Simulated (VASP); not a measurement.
# Pd (Fm-3m) in VASP: notebook

Runs on Pd. Level: r2SCAN. Tasks: single point.

All numbers are computed with VASP 6.6.1; they aren't measurements. Logs are shortened: lines on timing, memory, paths and dates and some standing lists are left out, and cuts for length are marked.

**1. The cell of the first run**

Symmetry: Fm-3m, No. 225, cubic system. The conventional cell has a = 3.914 Å, b = 3.914 Å, c = 3.914 Å, α = 90.00°, β = 90.00°, γ = 90.00°. Pd (site symmetry m-3m) has 12 Pd at 2.77 Å within 3.6 Å.

**2. Single point, r2SCAN, collinear spin, ferromagnetic start**

Contents of POSCAR:

```
Pd
1.0
    0.0000000000      1.9567730079      1.9567730079
    1.9567730079      0.0000000000      1.9567730079
    1.9567730079      1.9567730079      0.0000000000
Pd
1
Direct
    0.0000000000      0.0000000000      0.0000000000
```

Contents of INCAR.step1:

```
SYSTEM = Pd
PREC = Accurate ; ENCUT = 520
ISMEAR = 1 ; SIGMA = 0.1
LREAL = .False. ; LASPH = .True.
NELM = 150 ; ISPIN = 2
MAGMOM = 0.436 ; LMAXMIX = 4
NBANDS = 15 ; GGA = PE
ALGO = Normal ; EDIFF = 1E-4
LWAVE = .True. ; LCHARG = .False.
```

Contents of INCAR.step2:

```
SYSTEM = Pd
PREC = Accurate ; ENCUT = 520
EDIFF = 1E-6 ; ISMEAR = 1
SIGMA = 0.1 ; LREAL = .False.
LASPH = .True. ; NELM = 150
ALGO = Normal ; ISIF = 2
LWAVE = .False. ; LCHARG = .False.
ISPIN = 2 ; MAGMOM = 0.436
LORBIT = 11 ; LMAXMIX = 4
METAGGA = R2SCAN ; LMIXTAU = .True.
NBANDS = 15 ; ISTART = 1
```

Contents of KPOINTS:

```
Automatic mesh
0
Gamma
  14 14 14
  0 0 0
```

Potentials or basis: VASP PAW PBE potentials, release 64 (Pd).

The run is started by

```bash
cat potpaw_PBE.64/Pd/POTCAR > POTCAR
cp INCAR.step1 INCAR
mpirun -np 1 vasp_std > vasp.out
cp INCAR.step2 INCAR
mpirun -np 1 vasp_std > vasp.out
```

OUTCAR:

```text
SYSTEM = Pd
   PREC = Accurate
   ENCUT = 520
   EDIFF = 1E-6
   ISMEAR = 1
   LREAL = .False.
   LASPH = .True.
   NELM = 150
   ISIF = 2
   ISPIN = 2
   LORBIT = 11
   METAGGA = R2SCAN
   ISTART = 1

 ion  position               nearest neighbor table
   1  0.000  0.000  0.000-

  LATTYP: Found a face centered cubic cell.
 ALAT       =     3.9135460158

  Lattice vectors:

 A1 = (   0.0000000000,   1.9567730079,   1.9567730079)
 A2 = (   1.9567730079,   0.0000000000,   1.9567730079)
 A3 = (   1.9567730079,   1.9567730079,   0.0000000000)

Analysis of symmetry for initial positions (statically):
=====================================================================
 Subroutine PRICEL returns:
 Original cell was already a primitive cell.

 Routine SETGRP: Setting up the symmetry group for a
 face centered cubic supercell.

 Subroutine GETGRP returns: Found 48 space group operations
 (whereof 48 operations were pure point group operations)
 out of a pool of 48 trial point group operations.

The static configuration has the point symmetry O_h .

Analysis of symmetry for dynamics (positions and initial velocities):
=====================================================================
 Subroutine PRICEL returns:
 Original cell was already a primitive cell.

 Routine SETGRP: Setting up the symmetry group for a
 face centered cubic supercell.

 Subroutine GETGRP returns: Found 48 space group operations
 (whereof 48 operations were pure point group operations)
 out of a pool of 48 trial point group operations.

The dynamic configuration has the point symmetry O_h .

Analysis of structural, dynamic, and magnetic symmetry:
=====================================================================
 Subroutine PRICEL returns:
 Original cell was already a primitive cell.

 Routine SETGRP: Setting up the symmetry group for a
 face centered cubic supercell.

 Subroutine GETGRP returns: Found 48 space group operations
 (whereof 48 operations were pure point group operations)
 out of a pool of 48 trial point group operations.

The overall configuration has the point symmetry O_h .

 Subroutine INISYM returns: Found 48 space group operations
 (whereof 48 operations are pure point group operations),
 and found     1 'primitive' translations

----------------------------------------------------------------------------------------

                                     Primitive cell

  volume of cell :      14.9848

  direct lattice vectors                    reciprocal lattice vectors
     0.000000000  1.956773008  1.956773008    -0.255522740  0.255522740  0.255522740
     1.956773008  0.000000000  1.956773008     0.255522740 -0.255522740  0.255522740
     1.956773008  1.956773008  0.000000000     0.255522740  0.255522740 -0.255522740

  length of vectors
     2.767294926  2.767294926  2.767294926     0.442578368  0.442578368  0.442578368

  position of ions in fractional coordinates (direct lattice)
     0.000000000  0.000000000  0.000000000

  ion indices of the primitive-cell ions
   primitive index   ion index
                 1           1

----------------------------------------------------------------------------------------

 KPOINTS: Automatic mesh

Automatic generation of k-mesh.
 Grid dimensions read from file:
 generate k-points for:   14   14   14

 Generating k-lattice:

  Cartesian coordinates                     Fractional coordinates (reciprocal lattice)
    -0.018251624  0.018251624  0.018251624     0.071428571  0.000000000  0.000000000
     0.018251624 -0.018251624  0.018251624     0.000000000  0.071428571  0.000000000
     0.018251624  0.018251624 -0.018251624     0.000000000  0.000000000  0.071428571

  Length of vectors
     0.031612741  0.031612741  0.031612741

  Shift w.r.t. Gamma in fractional coordinates (k-lattice)
     0.000000000  0.000000000  0.000000000

 Subroutine IBZKPT returns following result:
 ===========================================

 Found    104 irreducible k-points:

 Following reciprocal coordinates:
            Coordinates               Weight
  0.000000  0.000000  0.000000      1.000000
  0.071429  0.000000  0.000000      8.000000
  0.142857  0.000000  0.000000      8.000000
  0.214286  0.000000  0.000000      8.000000
  0.285714  0.000000  0.000000      8.000000
  0.357143  0.000000  0.000000      8.000000
[... 16 lines left out ...]
  0.214286  0.142857  0.000000     24.000000
  0.285714  0.142857  0.000000     24.000000
 [... further k-points ...]
   k-points           NKPTS =    104   k-points in BZ     NKDIM =    104   number of bands    NBANDS=     15
   number of dos      NEDOS =    301   number of ions     NIONS =      1
   total plane-waves  NPLWV =  13824
   dimension x,y,z NGX =    24 NGY =   24 NGZ =   24
   dimension x,y,z NGXF=    48 NGYF=   48 NGZF=   48
   ions per type =               1
   NGX,Y,Z   is equivalent  to a cutoff of  14.42, 14.42, 14.42 a.u.
   NGXF,Y,Z  is equivalent  to a cutoff of  28.84, 28.84, 28.84 a.u.
 SYSTEM =  Pd
   PREC   = accura    normal or accurate (medium, high low for compatibility)
   ISTART =      1    job   : 0-new  1-cont  2-samecut
   ICHARG =      0    charge: 1-file 2-atom 10-const
   ISPIN  =      2    spin polarized calculation?
   LNONCOLLINEAR =      F non collinear calculations
   LSORBIT =      F    spin-orbit coupling
   LASPH  =      T    aspherical Exc in radial PAW
   ENCUT  =  520.0 eV  38.22 Ry    6.18 a.u.   5.15  5.15  5.15*2*pi/ulx,y,z
   NELM   =    150;   NELMIN=  2; NELMDL=  0     # of ELM steps
   EDIFF  = 0.1E-05   stopping-criterion for ELM
   LREAL  =      F    real-space projection
   EDIFFG = 0.1E-04   stopping-criterion for IOM
   NSW    =      0    number of steps for IOM
   IBRION =     -1    ionic relax: 0-MD 1-quasi-New 2-CG
   NFREE  =      0    steps in history (QN), initial steepest desc. (CG)
   ISIF   =      2    stress and relaxation
   ISYM   =      2    0-nonsym 1-usesym 2-fastsym
   POTIM  = 0.5000    time-step for ionic-motion
   TEBEG  =    0.0;   TEEND  =   0.0 temperature during run
   PSTRESS=    0.0 pullay stress
   NELECT =      10.0000    total number of electrons
   NUPDOWN=      -1.0000    fix difference up-down
   EMIN   =  10.00;   EMAX   =-10.00  energy-range for DOS
   EFERMI =   0.00;   METHOD = LEGACY
   ISMEAR =     1;   SIGMA  =   0.10  broadening in eV -4-tet -1-fermi 0-gaus
   EFERMI_NEDOS =   21; number of points for ismear=-14 and -15
   IALGO  =     38    algorithm
   IMIX   =      4    mixing-type and parameters
     AMIX     =   0.40;   BMIX     =  1.00
     AMIX_MAG =   1.60;   BMIX_MAG =  1.00
  volume/ion in A,a.u.               =      14.98       101.12
  Fermi-wavevector in a.u.,A,eV,Ry     =   1.430620  2.703480 27.846696  2.046674
  Thomas-Fermi vector in A             =   2.550446
   LORBIT       =     11    0 simple, 1 ext, 2 COOP (PROOUT), +10 PAW based schemes
   METAGGA = R2SCAN    functional components
   LHFCALC =     F    Hartree Fock is set to
   AEXX    =    0.0000 exact exchange contribution
   IVDW    =     0    specifies the selected vdW correction
   LEPSILON=     F    determine dielectric tensor
   LRPA    =     F    only Hartree local field effects (RPA)
 spin polarized calculation
 Methfessel and Paxton  Order N= 1 SIGMA  =   0.10
  energy-cutoff  :      520.00
  volume of cell :       14.98
 maximum number of plane-waves:       415
 NGX is ok and might be reduce to    24
   NGX = 11   NGY = 11   NGZ = 11

 number of electron       9.9999999 magnetization       0.4865780

 Free energy of the ion-electron system (eV)
  ---------------------------------------------------
  ext. energy  EPLUGINS =         0.00000000
  ---------------------------------------------------
  free energy    TOTEN  =       -22.95833421 eV

  energy without entropy =      -22.95821417  energy(sigma->0) =      -22.95829420

 E-fermi :   9.4724     XC(G=0): -14.0176

 val. band max:        9.4655355535   @ k =   0.5000   0.2143   0.0714
 cond. band min:       9.4748293506   @ k =  -0.2857   0.3571   0.1429
 fundamental gap:      0.0092937971
 Fermi energy:         9.4724110579

 spin component 1

 k-point     1 :       0.0000    0.0000    0.0000
  band No.  band energies     occupation
      1       2.2823      1.00000
      2       6.2214      1.00000
      3       6.2214      1.00000
      4       6.2214      1.00000
      5       7.8761      1.00000
      6       7.8761      1.00000
      7      27.3505      0.00000
      8      31.2027      0.00000
      9      32.2411      0.00000
     10      32.2411      0.00000
     11      32.2411      0.00000
     12      37.7517      0.00000
     13      40.7513      0.00000
     14      40.7513      0.00000
     15      40.7513      0.00000
[... 397 lines left out ...]
 k-point    24 :       0.2857    0.1429    0.0000
  band No.  band energies     occupation
      1       4.3327      1.00000
      2       5.5223      1.00000
      3       6.5703      1.00000
      4       6.9601      1.00000
      5       8.0774      1.00000
      6       8.4304      1.00000
      7      25.2588      0.00000
      8      28.7357      0.00000
      9      29.8365      0.00000
     10      31.1532      0.00000
     11      31.8880      0.00000
     12      36.5212      0.00000
     13      38.5331      0.00000
     14      38.8886      0.00000
     15      42.0996      0.00000

 [... further k-points ...]

 spin component 2

 k-point     1 :       0.0000    0.0000    0.0000
  band No.  band energies     occupation
      1       2.2741      1.00000
      2       6.7797      1.00000
      3       6.7797      1.00000
      4       6.7797      1.00000
      5       8.2558      1.00000
      6       8.2558      1.00000
      7      27.3522      0.00000
      8      32.2595      0.00000
      9      32.2595      0.00000
     10      32.2595      0.00000
     11      32.5065      0.00000
     12      37.7328      0.00000
     13      40.9004      0.00000
     14      40.9004      0.00000
     15      40.9004      0.00000
[... 397 lines left out ...]
 k-point    24 :       0.2857    0.1429    0.0000
  band No.  band energies     occupation
      1       4.4307      1.00000
      2       5.9769      1.00000
      3       6.9993      1.00000
      4       7.4779      1.00000
      5       8.5133      1.00000
      6       8.8771      1.00000
      7      25.3807      0.00000
      8      28.7805      0.00000
      9      29.9478      0.00000
     10      31.8685      0.00000
     11      32.5583      0.00000
     12      36.7003      0.00000
     13      38.6438      0.00000
     14      39.0326      0.00000
     15      42.3100      0.00000

 [... further k-points ...]
[... 5 lines left out ...]
  --------------------------------------------------------------------------------------
  -------------------------------------------------------------------------------------
  Total        0.0577861      0.0577861      0.0577861      0.0000000      0.0000000      0.0000000
  in kB        6.1784948      6.1784948      6.1784948      0.0000000      0.0000000      0.0000000
  external PRESSURE =       6.1784948 kB  Pullay stress =       0.0000000 kB

 VOLUME and BASIS-vectors are now :
 -----------------------------------------------------------------------------
  energy-cutoff  :      520.00
  volume of cell :       14.98
      direct lattice vectors                 reciprocal lattice vectors
     0.000000000  1.956773008  1.956773008    -0.255522740  0.255522740  0.255522740
     1.956773008  0.000000000  1.956773008     0.255522740 -0.255522740  0.255522740
     1.956773008  1.956773008  0.000000000     0.255522740  0.255522740 -0.255522740

 POSITION                                       TOTAL-FORCE (eV/Angst)
 -----------------------------------------------------------------------------------
      0.00000      0.00000      0.00000         0.000000      0.000000      0.000000
 -----------------------------------------------------------------------------------
    total drift:                               -0.000000      0.000000     -0.000000

  FREE ENERGIE OF THE ION-ELECTRON SYSTEM (eV)
  ---------------------------------------------------
  free  energy   TOTEN  =       -22.9583342108 eV

  energy  without entropy=      -22.9582141731  energy(sigma->0) =      -22.95829420

 total charge

# of ion       s       p       d       tot
------------------------------------------
    1        0.509   0.449   8.489   9.447

 magnetization (x)

# of ion       s       p       d       tot
------------------------------------------
    1        0.004  -0.011   0.499   0.492
```

Run time: 58 s. Hardware: 1 thread of Intel Xeon 6975P-C (Granite Rapids), shared host; peak memory 0.18 GiB.

What came out:

- Free energy: -22.9583 eV
- Pressure: 0.6 GPa
- Net moment: 0.49 μB per cell
- Site moments: Pd +0.49 μB
- Valence electrons inside the program's atomic spheres: Pd 9.45

Levels at points of the mesh, in eV from the Fermi level:
Spin up:
| k point | band 2 | band 3 | band 4 | band 5 | band 6 | band 7 | band 8 | band 9 |
| --- | --- | --- | --- | --- | --- | --- | --- | --- |
| (0.00, 0.00, 0.00) | -3.25 | -3.25 | -3.25 | -1.60 | -1.60 | 17.88 | 21.73 | 22.77 |
| (0.50, 0.00, 0.00) | -3.26 | -3.26 | -0.44 | -0.44 | 1.21 | 7.28 | 17.28 | 21.74 |
| (0.50, 0.50, 0.00) | -5.49 | -0.43 | -0.16 | -0.16 | 3.53 | 10.90 | 13.69 | 13.69 |
Spin down:
```
           k point  band 2  band 3  band 4  band 5  band 6  band 7  band 8  band 9
(0.00, 0.00, 0.00)   -2.69   -2.69   -2.69   -1.22   -1.22   17.88   22.79   22.79
(0.50, 0.00, 0.00)   -2.84   -2.84    0.11    0.11    1.17    7.63   17.26   21.91
(0.50, 0.50, 0.00)   -5.04   -0.03    0.50    0.50    3.53   11.12   13.74   13.74
```

Caveat: the PAW data sets were made with another functional, which shifts forces and pressure a little.

**3. Single point, r2SCAN, collinear spin, ferromagnetic start**

POSCAR is that of step 2.

Contents of INCAR.step1:

```
ALGO     = Normal         # electronic algorithm
EDIFF    = 1E-4           # SCF threshold, eV
ENCUT    = 520            # plane-wave cutoff, eV
GGA      = PE             # functional
ISMEAR   = 1              # smearing method
ISPIN    = 2              # spin polarisation
LASPH    = T              # aspherical terms in the spheres
LCHARG   = F              # write CHGCAR
LMAXMIX  = 4              # l up to which the mixer works
LREAL    = F              # projectors in reciprocal space
LWAVE    = T              # write WAVECAR
MAGMOM   = 0.436          # initial moments
NBANDS   = 15             # bands
NELM     = 150            # most SCF steps
PREC     = Accurate       # precision mode
SIGMA    = 0.2            # smearing width, eV
```

Contents of INCAR.step2:

```
ALGO     = Normal         # electronic algorithm
EDIFF    = 1E-6           # SCF threshold, eV
ENCUT    = 520            # plane-wave cutoff, eV
ISIF     = 2              # what is computed and relaxed
ISMEAR   = 1              # smearing method
ISPIN    = 2              # spin polarisation
ISTART   = 1            
LASPH    = T              # aspherical terms in the spheres
LCHARG   = T              # write CHGCAR
LELF     = T              # ELF
LMAXMIX  = 4              # l up to which the mixer works
LMIXTAU  = T            
LORBIT   = 11             # projections on sites
LREAL    = F              # projectors in reciprocal space
LVHAR    = T            
LWAVE    = F              # write WAVECAR
MAGMOM   = 0.436          # initial moments
METAGGA  = R2SCAN         # meta-GGA
NBANDS   = 15             # bands
NELM     = 150            # most SCF steps
PREC     = Accurate       # precision mode
SIGMA    = 0.2            # smearing width, eV
```

Contents of KPOINTS:

```
k-points
0
Gamma
  14 14 14
```

Potentials or basis: VASP PAW PBE potentials, release 64 (Pd).

The run is started by

```bash
cat potpaw_PBE.64/Pd/POTCAR > POTCAR
cp INCAR.step1 INCAR
mpirun -np 1 vasp_std > vasp.out
cp INCAR.step2 INCAR
mpirun -np 1 vasp_std > vasp.out
```

OUTCAR:

```text
EDIFF = 1E-6
   ENCUT = 520
   ISIF = 2
   ISMEAR = 1
   ISPIN = 2
   ISTART = 1
   LASPH = T
   LORBIT = 11
   LREAL = F
   METAGGA = R2SCAN
   NELM = 150
   PREC = Accurate

 ion  position               nearest neighbor table
   1  0.000  0.000  0.000-

  LATTYP: Found a face centered cubic cell.
 ALAT       =     3.9135460158

  Lattice vectors:

 A1 = (   0.0000000000,   1.9567730079,   1.9567730079)
 A2 = (   1.9567730079,   0.0000000000,   1.9567730079)
[... 1072 lines left out ...]
  --------------------------------------------------------------------------------------
  -------------------------------------------------------------------------------------
  Total        0.0666112      0.0666112      0.0666112      0.0000000     -0.0000000      0.0000000
  in kB        7.1220753      7.1220753      7.1220753      0.0000000     -0.0000000      0.0000000
  external PRESSURE =       7.1220753 kB  Pullay stress =       0.0000000 kB

 VOLUME and BASIS-vectors are now :
 -----------------------------------------------------------------------------
  energy-cutoff  :      520.00
  volume of cell :       14.98
      direct lattice vectors                 reciprocal lattice vectors
     0.000000000  1.956773008  1.956773008    -0.255522740  0.255522740  0.255522740
     1.956773008  0.000000000  1.956773008     0.255522740 -0.255522740  0.255522740
     1.956773008  1.956773008  0.000000000     0.255522740  0.255522740 -0.255522740

 POSITION                                       TOTAL-FORCE (eV/Angst)
 -----------------------------------------------------------------------------------
      0.00000      0.00000      0.00000         0.000000      0.000000      0.000000
 -----------------------------------------------------------------------------------
    total drift:                               -0.000000      0.000000      0.000000

  FREE ENERGIE OF THE ION-ELECTRON SYSTEM (eV)
  ---------------------------------------------------
  free  energy   TOTEN  =       -22.9585883745 eV

  energy  without entropy=      -22.9581922377  energy(sigma->0) =      -22.95845633

 total charge

# of ion       s       p       d       tot
------------------------------------------
    1        0.509   0.449   8.489   9.447

 magnetization (x)

# of ion       s       p       d       tot
------------------------------------------
    1        0.003  -0.012   0.506   0.497
```

OUTCAR.step1:

```text
EDIFF = 1E-4
   ENCUT = 520
   GGA = PE
   ISMEAR = 1
   ISPIN = 2
[... 1103 lines left out ...]

 POSITION                                       TOTAL-FORCE (eV/Angst)
 -----------------------------------------------------------------------------------
      0.00000      0.00000      0.00000         0.000000      0.000000      0.000000
 -----------------------------------------------------------------------------------
    total drift:                               -0.000000      0.000000     -0.000000

  FREE ENERGIE OF THE ION-ELECTRON SYSTEM (eV)
  ---------------------------------------------------
  free  energy   TOTEN  =        -5.2093810952 eV

  energy  without entropy=       -5.2070423336  energy(sigma->0) =       -5.20860151
```

Run time: 56 s. Hardware: 1 thread of Intel Xeon 6975P-C (Granite Rapids), shared host; peak memory 0.18 GiB.

What came out:

| Item | Value |
| --- | --- |
| Free energy | -22.9586 eV |
| Pressure | 0.7 GPa |
| Net moment | 0.49 μB per cell |
| Site moments | Pd +0.50 μB |
| Valence electrons inside the program's atomic spheres | Pd 9.45 |

Caveat: the PAW data sets were made with another functional, which shifts forces and pressure a little.
